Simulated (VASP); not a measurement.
A run of VASP 6.6.1:

File INCAR:

```
SYSTEM = Pd
PREC     = Accurate       ! precision mode
ENCUT    = 520            ! plane-wave cutoff, eV
EDIFF    = 1E-7           ! SCF threshold, eV
ISMEAR   = 0              ! smearing method
SIGMA    = 0.15           ! smearing width, eV
LREAL    = .False.        ! projectors in reciprocal space
LASPH    = .True.         ! aspherical terms in the spheres
NELM     = 60             ! most SCF steps
ALGO     = Normal         ! electronic algorithm
ISIF     = 2              ! what is computed and relaxed
LWAVE    = .False.        ! write WAVECAR
LCHARG   = .False.        ! write CHGCAR
GGA      = PE             ! functional
NBANDS   = 11             ! bands
```

Contents of KPOINTS:

```
Automatic mesh
0
Gamma
  20 20 20
  0 0 0
```

File POSCAR:

```
Pd
1.0
    0.0000000000      1.8476550000      1.8962775000
    1.8476550000      0.0000000000      1.8962775000
    1.8476550000      1.8476550000      0.0000000000
Pd
1
Direct
    0.0000000000      0.0000000000      0.0000000000
```

Potentials or basis: VASP PAW PBE potentials, release 64 (Pd).

Command:

```console
$ cat potpaw_PBE.64/Pd/POTCAR > POTCAR
$ mpirun -np 1 vasp_std > vasp.out
```

Hardware: 1 thread of Intel(R) Xeon(R) 6975P-C (Granite Rapids) (shared host).

**Question.** Estimate the wall time of this run.

**Answer.** Wall time 30 s on 1 thread of Intel(R) Xeon(R) 6975P-C (Granite Rapids), on a shared host, peak memory 0.2 GiB. Counts: scf iterations 12, k points 641.
